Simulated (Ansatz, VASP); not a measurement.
## InGa3P4 in VASP and in Ansatz

```
Ga In P
1.0
     4.00973    0.00000    0.00000
     0.00000    4.01611    5.68545
     0.00000   -4.01611    5.68545
Ga In P
3 1 4
Direct
  0.00000 0.99966 0.99966
  0.50000 0.99991 0.50032
  0.50000 0.50032 0.99991
  0.00000 0.49934 0.49934
  0.50000 0.12507 0.12507
  0.00000 0.10966 0.63005
  0.00000 0.63005 0.10966
  0.50000 0.63599 0.63599
```

Alike in both runs: task single point; functional r2SCAN; k mesh 6 × 4 × 4; no spin polarisation.

|  | VASP | Ansatz |
| --- | --- | --- |
| version | VASP 6.6.1 | Ansatz 0.2.0 |
| potentials or method | VASP PAW PBE potentials, release 64 (Ga_d, In_d, P) | plane waves, PAW |
| plane-wave cutoff (eV) | 520 | 500 |
| occupations | gaussian, width 0.01 eV | fixed |
| valence electrons in the cell | 72 | 72 |

|  | VASP | Ansatz | Ansatz less VASP |
| --- | --- | --- | --- |
| gap on the k mesh at the Fermi level (eV) | 1.11 | 1.13 | +0.016 |
| pressure (GPa) | -4.3 | -4.2 | +0.08 |
| rms of the force components (eV/Å) | 0.036 | 0.033 | -0.0028 |

VASP's potentials were made for PBE, not for r2SCAN. Atom by atom the forces differ by 0.005 eV/Å (rms over components).
